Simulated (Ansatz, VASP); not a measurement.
**One calculation of Sn, two programs**

File INCAR:

```
PREC = Accurate ; ENCUT = 520
EDIFF = 1E-6 ; ISMEAR = -1
SIGMA = 0.03 ; LREAL = F
LASPH = T ; NELM = 60
ALGO = Normal ; ISIF = 2
LWAVE = F ; LCHARG = F
GGA = PE ; NBANDS = 21
```

Contents of KPOINTS:

```
regular mesh
0
Gamma
  9 9 9
```

File POSCAR:

```
Sn
1.0
    0.0000000000      3.2456000000      3.1806880000
    3.2456000000      0.0000000000      3.1806880000
    3.2456000000      3.2456000000      0.0000000000
Sn
2
Direct
    0.5000000000      0.5000000000      0.5000000000
    0.7500000000      0.7500000000      0.7500000000
```

Input for Ansatz:

```yaml
crystal:
  lattice:
    - [0.0, 3.2456, 3.180688]
    - [3.2456, 0.0, 3.180688]
    - [3.2456, 3.2456, 0.0]
  atoms:
    - { symbol: Sn, position: [0.5, 0.5, 0.5] }
    - { symbol: Sn, position: [0.75, 0.75, 0.75] }
kpoints:
  mp_grid: { grid: [9, 9, 9] }
  band_path:
    path:
      - [0.0, 0.0, 0.0]
      - [0.0, 0.5, 0.5]
      - [0.25, 0.75, 0.5]
      - [0.0, 0.5, 0.0]
      - [0.0, 0.0, 0.0]
      - [0.5, 0.5, 0.0]
      - [0.3801541025, 0.6198458975, 0.0]
      - [-0.3801541025, 0.3801541025, 0.0]
      - [0.0, 0.0, 0.0]
    npoints: 5
scf:
  occupations: { method: fermi_dirac, width: 0.03 }
hamiltonian:
  xc: pbe
  pseudopotentials: { kind: all_electron, lapw: { basis_error: 0.00025 } }
output:
  forces: true
  stress: true
  eigenvalues: true
```

Change from the starting cell: zz strain of -2 %.

Alike in both runs: task single point; functional PBE; k mesh 9 × 9 × 9; occupations fermi-dirac, width 0.03 eV; no spin polarisation.

```csv
,VASP,Ansatz
version,VASP 6.6.1,Ansatz 0.2.0
potentials or method,"VASP PAW PBE potentials, release 64 (Sn_d), cutoff 520 eV","all-electron LAPW, scalar-relativistic"
```

Ansatz gave:

- pressure (GPa): 4.3
- traceless stress, the component that is largest in VASP (GPa): 0.39

Question: Which values does VASP return?

Answer: Pressure (GPa): 4.2; traceless stress, the component that is largest in VASP (GPa): 0.39.

Ansatz ran all-electron here, and VASP with PAW potentials.
